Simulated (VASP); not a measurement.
# MnO (I4/mmm) in VASP: a series of runs

MnO is run at these levels: PBE; tasks: single point.

Everything below comes from runs of VASP 6.6.1. Logs are shortened: lines on timing, memory, paths and dates and some standing lists are left out, and cuts for length are marked.

### 1 The cell of the first run

The structure is tetragonal, space group I4/mmm (No. 139). Conventional cell: a = 3.082 Å, b = 3.082 Å, c = 4.448 Å, α = 90.00°, β = 90.00°, γ = 90.00°. Mn (site symmetry 4/mmm) has 6 O at 2.18 to 2.22 Å within 2.9 Å. O (site symmetry 4/mmm) has 6 Mn at 2.18 to 2.22 Å within 2.9 Å.

### 2 Single point, PBE, collinear spin, ferromagnetic start

INCAR

```
ALGO = Normal
EDIFF = 1E-6
ENCUT = 520
GGA = PE
ISIF = 2
ISMEAR = -1
ISPIN = 2
LASPH = T
LCHARG = F
LMAXMIX = 4
LORBIT = 11
LREAL = F
LWAVE = F
MAGMOM = 4 0
NBANDS = 20
NELM = 150
PREC = Accurate
SIGMA = 0.05
```

KPOINTS

```
k-points
0
Gamma
  9 9 9
```

POSCAR

```
MnO
1.0
    0.0000000000      2.1794295487      2.2239077028
    2.1794295487      0.0000000000      2.2239077028
    2.1794295487      2.1794295487      0.0000000000
Mn O
1 1
Direct
    0.0000000000      0.0000000000      0.0000000000
    0.5000000000      0.5000000000      0.5000000000
```

Potentials or basis: VASP PAW PBE potentials, release 64 (Mn_pv, O).

Started as:

```sh
cat potpaw_PBE.64/Mn_pv/POTCAR potpaw_PBE.64/O/POTCAR > POTCAR
mpirun -np 1 vasp_std > vasp.out
```

OUTCAR:

```text
EDIFF = 1E-6
   ENCUT = 520
   GGA = PE
   ISIF = 2
   ISMEAR = -1
   ISPIN = 2
   LASPH = T
   LORBIT = 11
   LREAL = F
   NELM = 150
   PREC = Accurate

 ion  position               nearest neighbor table
   1  0.000  0.000  0.000-   2 2.18   2 2.18   2 2.18   2 2.18   2 2.22   2 2.22
   2  0.500  0.500  0.500-   1 2.18   1 2.18   1 2.18   1 2.18   1 2.22   1 2.22

  LATTYP: Found a body centered tetragonal cell.
 ALAT       =     3.0821788260
 C/A-ratio  =     1.4430750637

  Lattice vectors:

 A1 = (  -2.1794295487,   0.0000000000,   2.2239077028)
 A2 = (   2.1794295487,   0.0000000000,   2.2239077028)
 A3 = (   0.0000000000,   2.1794295487,  -2.2239077028)

Analysis of symmetry for initial positions (statically):
=====================================================================
 Subroutine PRICEL returns:
 Original cell was already a primitive cell.

 Routine SETGRP: Setting up the symmetry group for a
 body centered tetragonal supercell.

 Subroutine GETGRP returns: Found 16 space group operations
 (whereof 16 operations were pure point group operations)
 out of a pool of 16 trial point group operations.

The static configuration has the point symmetry D_4h.

Analysis of symmetry for dynamics (positions and initial velocities):
=====================================================================
 Subroutine PRICEL returns:
 Original cell was already a primitive cell.

 Routine SETGRP: Setting up the symmetry group for a
 body centered tetragonal supercell.

 Subroutine GETGRP returns: Found 16 space group operations
 (whereof 16 operations were pure point group operations)
 out of a pool of 16 trial point group operations.

The dynamic configuration has the point symmetry D_4h.

Analysis of structural, dynamic, and magnetic symmetry:
=====================================================================
 Subroutine PRICEL returns:
 Original cell was already a primitive cell.

 Routine SETGRP: Setting up the symmetry group for a
 body centered tetragonal supercell.

 Subroutine GETGRP returns: Found 16 space group operations
 (whereof 16 operations were pure point group operations)
 out of a pool of 16 trial point group operations.

The overall configuration has the point symmetry D_4h.

 Subroutine INISYM returns: Found 16 space group operations
 (whereof 16 operations are pure point group operations),
[... 112 lines left out ...]
   EFERMI_NEDOS =   21; number of points for ismear=-14 and -15
   IALGO  =     38    algorithm
   IMIX   =      4    mixing-type and parameters
     AMIX     =   0.40;   BMIX     =  1.00
     AMIX_MAG =   1.60;   BMIX_MAG =  1.00
  volume/ion in A,a.u.               =      10.56        71.29
  Fermi-wavevector in a.u.,A,eV,Ry     =   1.580212  2.986167 33.974679  2.497068
  Thomas-Fermi vector in A             =   2.680473
   LORBIT       =     11    0 simple, 1 ext, 2 COOP (PROOUT), +10 PAW based schemes
   GGA     = PE    functional components
   LHFCALC =     F    Hartree Fock is set to
   AEXX    =    0.0000 exact exchange contribution
   IVDW    =     0    specifies the selected vdW correction
   LEPSILON=     F    determine dielectric tensor
   LRPA    =     F    only Hartree local field effects (RPA)
 spin polarized calculation
  energy-cutoff  :      520.00
  volume of cell :       21.13
 maximum number of plane-waves:       584
   NGX = 11   NGY = 11   NGZ = 11

 number of electron      19.0000006 magnetization       4.6651598

 Free energy of the ion-electron system (eV)
  ---------------------------------------------------
  ext. energy  EPLUGINS =         0.00000000
  ---------------------------------------------------
  free energy    TOTEN  =       -16.39550031 eV

  energy without entropy =      -16.38875067  energy(sigma->0) =      -16.39212549

 E-fermi :   8.0379     XC(G=0): -12.0897

 val. band max:        8.0080604525   @ k =  -0.2222   0.3333   0.1111
 cond. band min:       8.0445717034   @ k =  -0.3333   0.2222   0.1111
 fundamental gap:      0.0365112509
 Fermi energy:         8.0379256159

 spin component 1

 k-point     1 :       0.0000    0.0000    0.0000
  band No.  band energies     occupation
      1     -42.3137      1.00000
      2     -42.3137      1.00000
      3     -42.3134      1.00000
      4     -12.5936      1.00000
      5       4.0730      1.00000
      6       4.0730      1.00000
[... 541 lines left out ...]
     19      34.5245      0.00000
     20      36.6876      0.00000

 [... further k-points ...]

 spin component 2

 k-point     1 :       0.0000    0.0000    0.0000
  band No.  band energies     occupation
      1     -37.7456      1.00000
      2     -37.7456      1.00000
      3     -37.7211      1.00000
      4     -12.1566      1.00000
      5       4.4437      1.00000
      6       4.4437      1.00000
[... 541 lines left out ...]
     19      35.5140      0.00000
     20      36.9257      0.00000

 [... further k-points ...]

------------------------ aborting loop because EDIFF is reached ----------------------------------------

  FORCE on cell =-STRESS in cart. coord.  units (eV):
  Direction    XX          YY          ZZ          XY          YZ          ZX
  --------------------------------------------------------------------------------------
  -------------------------------------------------------------------------------------
  Total        0.6388006      0.6388006      0.5511137      0.0000000      0.0000000      0.0000000
  in kB       48.4443887     48.4443887     41.7945205      0.0000000      0.0000000      0.0000000
  external PRESSURE =      46.2277659 kB  Pullay stress =       0.0000000 kB

 VOLUME and BASIS-vectors are now :
 -----------------------------------------------------------------------------
  energy-cutoff  :      520.00
  volume of cell :       21.13
      direct lattice vectors                 reciprocal lattice vectors
     0.000000000  2.179429549  2.223907703    -0.229417831  0.229417831  0.224829474
     2.179429549  0.000000000  2.223907703     0.229417831 -0.229417831  0.224829474
     2.179429549  2.179429549  0.000000000     0.229417831  0.229417831 -0.224829474

 POSITION                                       TOTAL-FORCE (eV/Angst)
 -----------------------------------------------------------------------------------
      0.00000      0.00000      0.00000         0.000000      0.000000      0.000000
      2.17943      2.17943      2.22391         0.000000      0.000000     -0.000000
 -----------------------------------------------------------------------------------
    total drift:                                0.000000     -0.000000     -0.000000

  FREE ENERGIE OF THE ION-ELECTRON SYSTEM (eV)
  ---------------------------------------------------
  free  energy   TOTEN  =       -16.3955003136 eV

  energy  without entropy=      -16.3887506658  energy(sigma->0) =      -16.39212549

 total charge

# of ion       s       p       d       tot
------------------------------------------
    1        0.209   6.189   5.000  11.398
    2        1.562   3.429   0.000   4.991
--------------------------------------------------
tot          1.771   9.618   5.000  16.389

 magnetization (x)

# of ion       s       p       d       tot
------------------------------------------
    1        0.034   0.026   4.189   4.249
    2        0.031   0.165   0.000   0.196
--------------------------------------------------
tot          0.065   0.192   4.189   4.445
```

Run time: 22 s. Hardware: 1 thread of Intel Xeon 6975P-C (Granite Rapids), shared host; peak memory 0.18 GiB.

Results:

```yaml
Free_energy: -16.3955 eV
Pressure: 4.6 GPa
Net_moment: 4.67 μB per cell
Site_moments: Mn +4.25; O +0.20 μB
Valence_electrons_inside_the_program's_atomic_spheres: Mn 11.40; O 4.99
```

Stress tensor (GPa, compression positive):
```
4.84 0.00 0.00
0.00 4.84 0.00
0.00 0.00 4.18
```

Caveat: a cell with one magnetic atom can't hold antiferromagnetic order, which such compounds often take; semilocal functionals often make such compounds metallic where correlation or magnetic order opens a gap, which also shifts bond lengths. With open d or f shells a metallic result of PBE can be an artefact of self-interaction; +U or a hybrid may open a gap.

### 3 Single point, PBE, collinear spin, ferromagnetic start

This run uses another cell than the first one, of 10.78 Å³/atom, 1.021 times its volume.

INCAR

```
PREC = Accurate
ENCUT = 520
EDIFF = 1E-6
ISMEAR = -1
SIGMA = 0.05
LREAL = False
LASPH = True
NELM = 150
ALGO = Normal
ISIF = 2
LWAVE = False
LCHARG = False
ISPIN = 2
MAGMOM = 4 0
LORBIT = 11
LMAXMIX = 4
GGA = PE
NBANDS = 20
```

KPOINTS

```
regular mesh
0
Gamma
  9 9 9
```

POSCAR

```
MnO
1.0
    0.0000000000      2.2016686258      2.2239077028
    2.2016686258      0.0000000000      2.2239077028
    2.2016686258      2.2016686258      0.0000000000
Mn O
1 1
Direct
    0.0000000000      0.0000000000      0.0000000000
    0.5000000000      0.5000000000      0.5000000000
```

Potentials or basis: VASP PAW PBE potentials, release 64 (Mn_pv, O).

Started as:

```sh
cat potpaw_PBE.64/Mn_pv/POTCAR potpaw_PBE.64/O/POTCAR > POTCAR
mpirun -np 1 vasp_std > vasp.out
```

Wall time 21 s (1 thread of Intel Xeon 6975P-C (Granite Rapids), shared host); peak memory 0.18 GiB.

The run converged. Its results:

```yaml
Free_energy: -16.4056 eV
Pressure: 2.1 GPa
Net_moment: 4.72 μB per cell
Site_moments: Mn +4.29; O +0.20 μB
Valence_electrons_inside_the_program's_atomic_spheres: Mn 11.38; O 4.98
```

Stress tensor (GPa, compression positive):
```
2.21 0.00 0.00
0.00 2.21 0.00
0.00 0.00 1.74
```

Levels at points of the mesh, in eV from the Fermi level:
Spin up:
```csv
k point,band 9,band 10,band 11,band 12,band 13,band 14,band 15,band 16
"(0.00, 0.00, 0.00)",-3.22,-3.22,-2.71,-2.67,-0.43,14.03,16.49,16.49
```
Spin down:
```csv
k point,band 5,band 6,band 7,band 8,band 9,band 10
"(0.00, 0.00, 0.00)",-3.47,-3.47,-3.44,0.65,0.70,0.70
```

Caveat: a cell with one magnetic atom can't hold antiferromagnetic order, which such compounds often take; semilocal functionals often make such compounds metallic where correlation or magnetic order opens a gap, which also shifts bond lengths.

### 4 Single point, PBE, collinear spin, ferromagnetic start

This run uses another cell than the first one, of 11.22 Å³/atom, 1.062 times its volume.

INCAR

```
SYSTEM = MnO
ALGO = Normal ; EDIFF = 1E-7
ENCUT = 520 ; GGA = PE
ISIF = 2 ; ISMEAR = -1
ISPIN = 2 ; LASPH = .True.
LCHARG = .True. ; LELF = .True.
LMAXMIX = 4 ; LORBIT = 11
LREAL = .False. ; LVHAR = .True.
LWAVE = .False. ; MAGMOM = 4 0
NBANDS = 20 ; NELM = 150
PREC = Accurate ; SIGMA = 0.05
```

KPOINTS

```
k-points
0
Gamma
  9 9 9
  0 0 0
```

POSCAR

```
MnO
1.0
    0.0000000000      2.2461467798      2.2239077028
    2.2461467798      0.0000000000      2.2239077028
    2.2461467798      2.2461467798      0.0000000000
Mn O
1 1
Direct
    0.0000000000      0.0000000000      0.0000000000
    0.5000000000      0.5000000000      0.5000000000
```

Potentials or basis: VASP PAW PBE potentials, release 64 (Mn_pv, O).

Started as:

```sh
cat potpaw_PBE.64/Mn_pv/POTCAR potpaw_PBE.64/O/POTCAR > POTCAR
mpirun -np 1 vasp_std > vasp.out
```

OUTCAR:

```text
SYSTEM = MnO
   EDIFF = 1E-7
   ENCUT = 520
   GGA = PE
   ISIF = 2
   ISMEAR = -1
   ISPIN = 2
   LASPH = .True.
   LORBIT = 11
   LREAL = .False.
   NELM = 150
   PREC = Accurate

 ion  position               nearest neighbor table
   1  0.000  0.000  0.000-   2 2.22   2 2.22   2 2.25   2 2.25   2 2.25   2 2.25
   2  0.500  0.500  0.500-   1 2.22   1 2.22   1 2.25   1 2.25   1 2.25   1 2.25

  LATTYP: Found a body centered tetragonal cell.
 ALAT       =     3.1765312391
 C/A-ratio  =     1.4002114479

  Lattice vectors:

 A1 = (   0.0000000000,  -2.2461467798,  -2.2239077028)
 A2 = (   0.0000000000,   2.2461467798,  -2.2239077028)
 A3 = (   2.2461467798,   0.0000000000,   2.2239077028)

Analysis of symmetry for initial positions (statically):
=====================================================================
 Subroutine PRICEL returns:
 Original cell was already a primitive cell.

 Routine SETGRP: Setting up the symmetry group for a
 body centered tetragonal supercell.

 Subroutine GETGRP returns: Found 16 space group operations
 (whereof 16 operations were pure point group operations)
 out of a pool of 16 trial point group operations.

The static configuration has the point symmetry D_4h.

Analysis of symmetry for dynamics (positions and initial velocities):
=====================================================================
 Subroutine PRICEL returns:
 Original cell was already a primitive cell.

 Routine SETGRP: Setting up the symmetry group for a
 body centered tetragonal supercell.

 Subroutine GETGRP returns: Found 16 space group operations
 (whereof 16 operations were pure point group operations)
 out of a pool of 16 trial point group operations.

The dynamic configuration has the point symmetry D_4h.

Analysis of structural, dynamic, and magnetic symmetry:
=====================================================================
 Subroutine PRICEL returns:
 Original cell was already a primitive cell.

 Routine SETGRP: Setting up the symmetry group for a
 body centered tetragonal supercell.

 Subroutine GETGRP returns: Found 16 space group operations
[... 146 lines left out ...]
  free energy    TOTEN  =       -16.40520755 eV

  energy without entropy =      -16.39929413  energy(sigma->0) =      -16.40225084

 E-fermi :   7.2793     XC(G=0): -11.7423

 val. band max:        7.2712797523   @ k =  -0.2222   0.2222   0.0000
 cond. band min:       7.2937861944   @ k =  -0.4444   0.1111   0.0000
 fundamental gap:      0.0225064421
 Fermi energy:         7.2792610211

 spin component 1

 k-point     1 :       0.0000    0.0000    0.0000
  band No.  band energies     occupation
      1     -43.1053      1.00000
      2     -43.1053      1.00000
      3     -43.1044      1.00000
      4     -12.8086      1.00000
      5       3.6192      1.00000
      6       3.6390      1.00000
[... 541 lines left out ...]
     19      32.7124      0.00000
     20      35.0862      0.00000

 [... further k-points ...]

 spin component 2

 k-point     1 :       0.0000    0.0000    0.0000
  band No.  band energies     occupation
      1     -38.4150      1.00000
      2     -38.4054      1.00000
      3     -38.4054      1.00000
      4     -12.3724      1.00000
      5       3.9897      1.00000
      6       4.0260      1.00000
[... 541 lines left out ...]
     19      33.7036      0.00000
     20      35.3872      0.00000

 [... further k-points ...]

------------------------ aborting loop because EDIFF is reached ----------------------------------------

  FORCE on cell =-STRESS in cart. coord.  units (eV):
  Direction    XX          YY          ZZ          XY          YZ          ZX
  --------------------------------------------------------------------------------------
  -------------------------------------------------------------------------------------
  Total       -0.3541240     -0.3541240     -0.3699097      0.0000000     -0.0000000      0.0000000
  in kB      -25.2838329    -25.2838329    -26.4109018      0.0000000     -0.0000000      0.0000000
  external PRESSURE =     -25.6595225 kB  Pullay stress =       0.0000000 kB

 VOLUME and BASIS-vectors are now :
 -----------------------------------------------------------------------------
  energy-cutoff  :      520.00
  volume of cell :       22.44
      direct lattice vectors                 reciprocal lattice vectors
     0.000000000  2.246146780  2.223907703    -0.222603440  0.222603440  0.224829474
     2.246146780  0.000000000  2.223907703     0.222603440 -0.222603440  0.224829474
     2.246146780  2.246146780  0.000000000     0.222603440  0.222603440 -0.224829474

 POSITION                                       TOTAL-FORCE (eV/Angst)
 -----------------------------------------------------------------------------------
      0.00000      0.00000      0.00000         0.000000      0.000000     -0.000000
      2.24615      2.24615      2.22391         0.000000      0.000000      0.000000
 -----------------------------------------------------------------------------------
    total drift:                                0.000000     -0.000000     -0.000000

  FREE ENERGIE OF THE ION-ELECTRON SYSTEM (eV)
  ---------------------------------------------------
  free  energy   TOTEN  =       -16.4052075490 eV

  energy  without entropy=      -16.3992941349  energy(sigma->0) =      -16.40225084

 total charge

# of ion       s       p       d       tot
------------------------------------------
    1        0.199   6.169   4.964  11.333
    2        1.561   3.407   0.000   4.967
--------------------------------------------------
tot          1.760   9.576   4.964  16.300

 magnetization (x)

# of ion       s       p       d       tot
------------------------------------------
    1        0.034   0.025   4.301   4.361
    2        0.029   0.171   0.000   0.201
--------------------------------------------------
tot          0.063   0.197   4.301   4.562
```

stdout:

```text
POSCAR found type information on POSCAR MnO
 POSCAR found :  2 types and       2 ions
 scaLAPACK will be used
 LDA part: xc-table for (Slater+PW92), standard interpolation
 POSCAR, INCAR and KPOINTS ok, starting setup
 FFT: planning ... GRIDC
 FFT: planning ... GRID_SOFT
 FFT: planning ... GRID
 WAVECAR not read
 entering main loop
```

Wall time 20 s (1 thread of Intel Xeon 6975P-C (Granite Rapids), shared host); peak memory 0.17 GiB.

Results:

| Property | Result |
| --- | --- |
| Free energy | -16.4052 eV |
| Pressure | -2.6 GPa |
| Net moment | 4.81 μB per cell |
| Site moments | Mn +4.36; O +0.20 μB |
| Valence electrons inside the program's atomic spheres | Mn 11.33; O 4.97 |

Stress tensor (GPa, compression positive):
```
-2.53  0.00  0.00
 0.00 -2.53  0.00
 0.00  0.00 -2.64
```

Levels at points of the mesh, in eV from the Fermi level:
Spin up:
```tsv
k point	band 10	band 11	band 12	band 13	band 14	band 15
(0.00, 0.00, 0.00)	-3.17	-2.70	-2.67	-0.60	13.92	16.16
```
Spin down:
| k point | band 3 | band 4 | band 5 | band 6 | band 7 | band 8 | band 9 | band 10 | band 11 | band 12 |
| --- | --- | --- | --- | --- | --- | --- | --- | --- | --- | --- |
| (0.00, 0.00, 0.00) | -45.68 | -19.65 | -3.29 | -3.25 | -3.25 | 0.71 | 0.78 | 0.78 | 0.83 | 1.39 |

Caveat: a cell with one magnetic atom can't hold antiferromagnetic order, which such compounds often take; semilocal functionals often make such compounds metallic where correlation or magnetic order opens a gap, which also shifts bond lengths. With open d or f shells a metallic result of PBE can be an artefact of self-interaction; +U or a hybrid may open a gap.

### 5 Summary

| cell | gap on the mesh (eV) | pressure (GPa) | moment (μB) |
| --- | --- | --- | --- |
| a = 3.114, b = 3.114, c = 3.082 Å, angles 60.3, 60.3, 59.3°, 2 atoms | none | 4.6 | 4.67 |
| a = 3.129, b = 3.129, c = 3.114 Å, angles 60.2, 60.2, 59.7°, 2 atoms | none | 2.1 | 4.72 |
| a = 3.161, b = 3.161, c = 3.177 Å, angles 59.8, 59.8, 60.3°, 2 atoms | none | -2.6 | 4.81 |

Alike in all rows: task single point; level PBE; potentials or basis VASP PAW PBE potentials, release 64 (Mn_pv, O); spin collinear, ferromagnetic start; k mesh 9 × 9 × 9; cutoff (eV) 520; smearing fermi-dirac 0.05 eV.

Caveats: a cell with one magnetic atom can't hold antiferromagnetic order, which such compounds often take; semilocal functionals often make such compounds metallic where correlation or magnetic order opens a gap, which also shifts bond lengths.

Absolute energies hang on the potentials; compare differences alone.
